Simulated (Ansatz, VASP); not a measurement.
W in VASP and in Ansatz

```
W
1.0
    -1.58516    1.58516    1.58516
     1.58516   -1.58516    1.58516
     1.58516    1.58516   -1.58516
W
1
Direct
  0.00000 0.00000 0.00000
```

Alike in both runs: task relaxation of cell and atoms; functional PBE; k mesh 17 × 17 × 17; occupations methfessel-paxton of order 1, width 0.1 eV; no spin polarisation.

|  | VASP | Ansatz |
| --- | --- | --- |
| version | VASP 6.6.1 | Ansatz 0.2.0 |
| potentials or method | VASP PAW PBE potentials, release 64 (W_sv), cutoff 500 eV | plane-wave PAW DFT |
| valence electrons in the cell | 14 | 14 |

|  | VASP | Ansatz | Ansatz less VASP |
| --- | --- | --- | --- |
| relaxed volume (Å³/atom) | 16.17 | 16.14 | -0.024 |
| relaxed cell length with the largest relative difference (Å) | 2.759 | 2.758 | -0.0014 |

Neither program's run includes spin-orbit coupling.
